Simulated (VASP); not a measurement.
Here is a VASP 6.6.1 calculation.

The input INCAR:

```
PREC     = Accurate       # precision mode
ENCUT    = 520            # plane-wave cutoff, eV
EDIFF    = 1E-6           # SCF threshold, eV
ISMEAR   = 0              # smearing method
SIGMA    = 0.1            # smearing width, eV
LREAL    = F              # projectors in reciprocal space
LASPH    = T              # aspherical terms in the spheres
NELM     = 60             # most SCF steps
ALGO     = Normal         # electronic algorithm
ISIF     = 2              # what is computed and relaxed
LWAVE    = F              # write WAVECAR
LCHARG   = F              # write CHGCAR
GGA      = PE             # functional
NBANDS   = 22             # bands
```

Contents of KPOINTS:

```
Automatic mesh
0
Gamma
  6 6 6
```

Contents of POSCAR:

```
Be2CdS2
1.0
   -2.0447676700      2.0447676700      4.7755290400
    2.0447676700     -2.0447676700      4.7755290400
    2.0447676700      2.0447676700     -4.7755290400
Be Cd S
2 1 2
Direct
    0.2500000000      0.7500000000      0.5000000000
    0.7500000000      0.2500000000      0.5000000000
    0.0000000000      0.0000000000      0.0000000000
    0.6330257700      0.6330257700      0.0000000000
    0.3669742300      0.3669742300      0.0000000000
```

Potentials or basis: VASP PAW PBE potentials, release 64 (Be, Cd, S).

Launch:

```console
$ cat potpaw_PBE.64/Be/POTCAR potpaw_PBE.64/Cd/POTCAR potpaw_PBE.64/S/POTCAR > POTCAR
$ mpirun -np 1 vasp_std > vasp.out
```

Q: Estimate the pressure.

A: -0.4 GPa.

Q: Predict the largest force.

A: 3.427 eV/Å.

Forces on the atoms (eV/Å):
```
Be   0.000  0.000  0.000
Be   0.000  0.000  0.000
Cd   0.000  0.000  0.000
S    0.000  0.000  3.427
S    0.000  0.000 -3.427
```

Caveat: the k points lie up to 0.36 Å⁻¹ apart; forces of over 1 eV/Å act on the atoms, so gaps and moduli don't describe the material at rest.
